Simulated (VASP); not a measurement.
# MgO (Fm-3m) in VASP: single point with PBE

Aim: the single point of MgO with PBE.

Everything below comes from runs of VASP 6.6.1. Logs are shortened: lines on timing, memory, paths and dates and some standing lists are left out, and cuts for length are marked.

**1. The cell of the first run**

The structure is cubic, space group Fm-3m (No. 225). The conventional cell has a = 4.284 Å, b = 4.284 Å, c = 4.284 Å, α = 90.00°, β = 90.00°, γ = 90.00°. Mg (site symmetry m-3m) has 6 O at 2.14 Å within 2.8 Å. O (site symmetry m-3m) has 6 Mg at 2.14 Å within 2.8 Å.

**2. Single point, PBE**

Contents of INCAR:

```
  ALGO = Normal
  EDIFF = 1E-6
  ENCUT = 840
  GGA = PE
  GGA_COMPAT = F
  ISIF = 2
  ISMEAR = 0
  LASPH = T
  LCHARG = F
  LREAL = F
  LWAVE = F
  NBANDS = 15
  NELM = 120
  PREC = Accurate
  SIGMA = 0.05
```

Contents of KPOINTS:

```
k-points
0
Gamma
  7 7 7
```

Contents of POSCAR:

```
MgO
1.0
    0.0000000000      2.1417602800      2.1417602800
    2.1417602800      0.0000000000      2.1417602800
    2.1417602800      2.1417602800      0.0000000000
Mg O
1 1
Direct
    0.0000000000      0.0000000000      0.0000000000
    0.5000000000      0.5000000000      0.5000000000
```

Potentials or basis: VASP PAW PBE potentials, release 64 (Mg_sv, O).

On the command line:

```
cat potpaw_PBE.64/Mg_sv/POTCAR potpaw_PBE.64/O/POTCAR > POTCAR
mpirun -np 1 vasp_std > vasp.out
```

OUTCAR:

```text
EDIFF = 1E-6
   ENCUT = 840
   GGA = PE
   ISIF = 2
   ISMEAR = 0
   LASPH = T
   LREAL = F
   NELM = 120
   PREC = Accurate

 ion  position               nearest neighbor table
   1  0.000  0.000  0.000-
   2  0.500  0.500  0.500-

  LATTYP: Found a face centered cubic cell.
 ALAT       =     4.2835205600

  Lattice vectors:

 A1 = (   0.0000000000,   2.1417602800,   2.1417602800)
 A2 = (   2.1417602800,   0.0000000000,   2.1417602800)
 A3 = (   2.1417602800,   2.1417602800,   0.0000000000)

Analysis of symmetry for initial positions (statically):
=====================================================================
 Subroutine PRICEL returns:
 Original cell was already a primitive cell.

 Routine SETGRP: Setting up the symmetry group for a
 face centered cubic supercell.

 Subroutine GETGRP returns: Found 48 space group operations
 (whereof 48 operations were pure point group operations)
 out of a pool of 48 trial point group operations.

The static configuration has the point symmetry O_h .

Analysis of symmetry for dynamics (positions and initial velocities):
=====================================================================
 Subroutine PRICEL returns:
 Original cell was already a primitive cell.

 Routine SETGRP: Setting up the symmetry group for a
 face centered cubic supercell.

 Subroutine GETGRP returns: Found 48 space group operations
 (whereof 48 operations were pure point group operations)
 out of a pool of 48 trial point group operations.

The dynamic configuration has the point symmetry O_h .

 Subroutine INISYM returns: Found 48 space group operations
 (whereof 48 operations are pure point group operations),
 and found     1 'primitive' translations

----------------------------------------------------------------------------------------

                                     Primitive cell

  volume of cell :      19.6491

  direct lattice vectors                    reciprocal lattice vectors
     0.000000000  2.141760280  2.141760280    -0.233452831  0.233452831  0.233452831
     2.141760280  0.000000000  2.141760280     0.233452831 -0.233452831  0.233452831
     2.141760280  2.141760280  0.000000000     0.233452831  0.233452831 -0.233452831

  length of vectors
     3.028906435  3.028906435  3.028906435     0.404352164  0.404352164  0.404352164

  position of ions in fractional coordinates (direct lattice)
     0.000000000  0.000000000  0.000000000
     0.500000000  0.500000000  0.500000000

  ion indices of the primitive-cell ions
   primitive index   ion index
                 1           1
                 2           2

----------------------------------------------------------------------------------------

 KPOINTS: k-points

Automatic generation of k-mesh.
 Grid dimensions read from file:
 generate k-points for:    7    7    7

 Generating k-lattice:

  Cartesian coordinates                     Fractional coordinates (reciprocal lattice)
    -0.033350404  0.033350404  0.033350404     0.142857143  0.000000000  0.000000000
     0.033350404 -0.033350404  0.033350404     0.000000000  0.142857143  0.000000000
     0.033350404  0.033350404 -0.033350404     0.000000000  0.000000000  0.142857143

  Length of vectors
     0.057764595  0.057764595  0.057764595

  Shift w.r.t. Gamma in fractional coordinates (k-lattice)
     0.000000000  0.000000000  0.000000000

 Subroutine IBZKPT returns following result:
 ===========================================

 Found     20 irreducible k-points:

 Following reciprocal coordinates:
            Coordinates               Weight
  0.000000  0.000000  0.000000      1.000000
  0.142857  0.000000  0.000000      8.000000
  0.285714  0.000000  0.000000      8.000000
  0.428571  0.000000  0.000000      8.000000
  0.142857  0.142857  0.000000      6.000000
  0.285714  0.142857  0.000000     24.000000
[... 12 lines left out ...]
 -0.428571  0.428571  0.142857     24.000000
 -0.285714  0.428571  0.142857     24.000000
   k-points           NKPTS =     20   k-points in BZ     NKDIM =     20   number of bands    NBANDS=     15
   number of dos      NEDOS =    301   number of ions     NIONS =      2
   total plane-waves  NPLWV =  27000
   dimension x,y,z NGX =    30 NGY =   30 NGZ =   30
   dimension x,y,z NGXF=    60 NGYF=   60 NGZF=   60
   ions per type =               1   1
   NGX,Y,Z   is equivalent  to a cutoff of  16.47, 16.47, 16.47 a.u.
   NGXF,Y,Z  is equivalent  to a cutoff of  32.93, 32.93, 32.93 a.u.
 SYSTEM =  unknown system
   PREC   = accura    normal or accurate (medium, high low for compatibility)
   ISTART =      0    job   : 0-new  1-cont  2-samecut
   ICHARG =      2    charge: 1-file 2-atom 10-const
   ISPIN  =      1    spin polarized calculation?
   LNONCOLLINEAR =      F non collinear calculations
   LSORBIT =      F    spin-orbit coupling
   LASPH  =      T    aspherical Exc in radial PAW
   ENCUT  =  840.0 eV  61.74 Ry    7.86 a.u.   7.16  7.16  7.16*2*pi/ulx,y,z
   NELM   =    120;   NELMIN=  2; NELMDL= -5     # of ELM steps
   EDIFF  = 0.1E-05   stopping-criterion for ELM
   LREAL  =      F    real-space projection
   EDIFFG = 0.1E-04   stopping-criterion for IOM
   NSW    =      0    number of steps for IOM
   IBRION =     -1    ionic relax: 0-MD 1-quasi-New 2-CG
   NFREE  =      0    steps in history (QN), initial steepest desc. (CG)
   ISIF   =      2    stress and relaxation
   ISYM   =      2    0-nonsym 1-usesym 2-fastsym
   POTIM  = 0.5000    time-step for ionic-motion
   TEBEG  =    0.0;   TEEND  =   0.0 temperature during run
   PSTRESS=    0.0 pullay stress
   NELECT =      16.0000    total number of electrons
   NUPDOWN=      -1.0000    fix difference up-down
   EMIN   =  10.00;   EMAX   =-10.00  energy-range for DOS
   EFERMI =   0.00;   METHOD = LEGACY
   ISMEAR =     0;   SIGMA  =   0.05  broadening in eV -4-tet -1-fermi 0-gaus
   EFERMI_NEDOS =   21; number of points for ismear=-14 and -15
   IALGO  =     38    algorithm
   IMIX   =      4    mixing-type and parameters
     AMIX     =   0.40;   BMIX     =  1.00
     AMIX_MAG =   1.60;   BMIX_MAG =  1.00
  volume/ion in A,a.u.               =       9.82        66.30
  Fermi-wavevector in a.u.,A,eV,Ry     =   1.528741  2.888902 31.797490  2.337050
  Thomas-Fermi vector in A             =   2.636458
   LORBIT       =      0    0 simple, 1 ext, 2 COOP (PROOUT), +10 PAW based schemes
   GGA     = PE    functional components
   LHFCALC =     F    Hartree Fock is set to
   AEXX    =    0.0000 exact exchange contribution
   IVDW    =     0    specifies the selected vdW correction
   LEPSILON=     F    determine dielectric tensor
   LRPA    =     F    only Hartree local field effects (RPA)
 non-spin polarized calculation
 Gauss-broadening in eV      SIGMA  =   0.05
  energy-cutoff  :      840.00
  volume of cell :       19.65
 maximum number of plane-waves:      1096
 NGX is ok and might be reduce to    30
   NGX = 15   NGY = 15   NGZ = 15

 number of electron      15.9999994 magnetization

 Free energy of the ion-electron system (eV)
  ---------------------------------------------------
  ext. energy  EPLUGINS =         0.00000000
  ---------------------------------------------------
  free energy    TOTEN  =       -11.88221902 eV

  energy without entropy =      -11.88221902  energy(sigma->0) =      -11.88221902

 E-fermi :   3.0065     XC(G=0): -11.1397

 val. band max:        2.5628214102   @ k =   0.0000   0.0000   0.0000
 cond. band min:       6.8281147923   @ k =   0.0000   0.0000   0.0000
 fundamental gap:      4.2652933822
 Fermi energy:         3.0064879074

 k-point     1 :       0.0000    0.0000    0.0000
  band No.  band energies     occupation
      1     -69.8843      2.00000
      2     -36.6148      2.00000
      3     -36.6148      2.00000
      4     -36.6148      2.00000
      5     -14.4370      2.00000
      6       2.5628      2.00000
      7       2.5628      2.00000
      8       2.5628      2.00000
      9       6.8281      0.00000
     10      18.0808      0.00000
     11      18.0808      0.00000
     12      18.0808      0.00000
     13      21.8624      0.00000
     14      23.5869      0.00000
     15      23.5869      0.00000

 k-point     2 :       0.1429    0.0000    0.0000
  band No.  band energies     occupation
      1     -69.8831      2.00000
      2     -36.6282      2.00000
      3     -36.6163      2.00000
      4     -36.6163      2.00000
      5     -14.2395      2.00000
      6       1.4043      2.00000
      7       2.4417      2.00000
      8       2.4417      2.00000
      9       7.9626      0.00000
     10      16.1253      0.00000
     11      18.4917      0.00000
     12      18.4917      0.00000
     13      22.3932      0.00000
     14      22.3932      0.00000
     15      24.0485      0.00000

 k-point     3 :       0.2857    0.0000    0.0000
  band No.  band energies     occupation
      1     -69.8804      2.00000
      2     -36.6580      2.00000
      3     -36.6195      2.00000
      4     -36.6195      2.00000
      5     -13.7572      2.00000
      6      -0.4327      2.00000
      7       2.1838      2.00000
      8       2.1838      2.00000
      9       9.5324      0.00000
     10      14.6003      0.00000
     11      18.7840      0.00000
     12      18.7840      0.00000
     13      22.4096      0.00000
     14      22.4096      0.00000
     15      23.5535      0.00000
[... 271 lines left out ...]
 k-point    19 :      -0.4286    0.4286    0.1429
  band No.  band energies     occupation
      1     -69.8760      2.00000
      2     -36.6678      2.00000
      3     -36.6441      2.00000
      4     -36.6373      2.00000
      5     -13.0661      2.00000
      6      -0.9200      2.00000
      7       0.7109      2.00000
      8       1.1649      2.00000
      9      12.7318      0.00000
     10      12.9358      0.00000
     11      14.8221      0.00000
     12      18.9952      0.00000
     13      21.5843      0.00000
     14      26.5892      0.00000
     15      28.6315      0.00000

 k-point    20 :      -0.2857    0.4286    0.1429
  band No.  band energies     occupation
      1     -69.8758      2.00000
      2     -36.6592      2.00000
      3     -36.6568      2.00000
      4     -36.6359      2.00000
      5     -13.0129      2.00000
      6      -0.3991      2.00000
      7      -0.2149      2.00000
      8       1.1896      2.00000
      9      13.1912      0.00000
     10      14.1926      0.00000
     11      14.2194      0.00000
     12      18.1066      0.00000
     13      22.5049      0.00000
     14      24.7869      0.00000
     15      28.6252      0.00000

------------------------ aborting loop because EDIFF is reached ----------------------------------------

  FORCE on cell =-STRESS in cart. coord.  units (eV):
  Direction    XX          YY          ZZ          XY          YZ          ZX
  --------------------------------------------------------------------------------------
  -------------------------------------------------------------------------------------
  Total       -0.3647776     -0.3647776     -0.3647776      0.0000000     -0.0000000     -0.0000000
  in kB      -29.7437842    -29.7437842    -29.7437842      0.0000000     -0.0000000     -0.0000000
  external PRESSURE =     -29.7437842 kB  Pullay stress =       0.0000000 kB

 VOLUME and BASIS-vectors are now :
 -----------------------------------------------------------------------------
  energy-cutoff  :      840.00
  volume of cell :       19.65
      direct lattice vectors                 reciprocal lattice vectors
     0.000000000  2.141760280  2.141760280    -0.233452831  0.233452831  0.233452831
     2.141760280  0.000000000  2.141760280     0.233452831 -0.233452831  0.233452831
     2.141760280  2.141760280  0.000000000     0.233452831  0.233452831 -0.233452831

 POSITION                                       TOTAL-FORCE (eV/Angst)
 -----------------------------------------------------------------------------------
      0.00000      0.00000      0.00000        -0.000000     -0.000000     -0.000000
      2.14176      2.14176      2.14176         0.000000      0.000000      0.000000
 -----------------------------------------------------------------------------------
    total drift:                                0.000000      0.000000      0.000000

  FREE ENERGIE OF THE ION-ELECTRON SYSTEM (eV)
  ---------------------------------------------------
  free  energy   TOTEN  =       -11.8822190168 eV

  energy  without entropy=      -11.8822190168  energy(sigma->0) =      -11.88221902
```

Wall time 23 s (1 thread of AMD EPYC 7R43 (Zen 3), shared host); peak memory 0.13 GiB.

Results:

```yaml
Free_energy: -11.8822 eV
Pressure: -3.0 GPa
Band_gap_on_the_k_mesh: 4.27 eV
```

Levels at points of the mesh, in eV from the valence-band top:
| k point | band 4 | band 5 | band 6 | band 7 | band 8 | band 9 | band 10 | band 11 | band 12 | band 13 |
| --- | --- | --- | --- | --- | --- | --- | --- | --- | --- | --- |
| (0.00, 0.00, 0.00) | -39.18 | -17.00 | 0.00 | 0.00 | 0.00 | 4.27 | 15.52 | 15.52 | 15.52 | 19.30 |
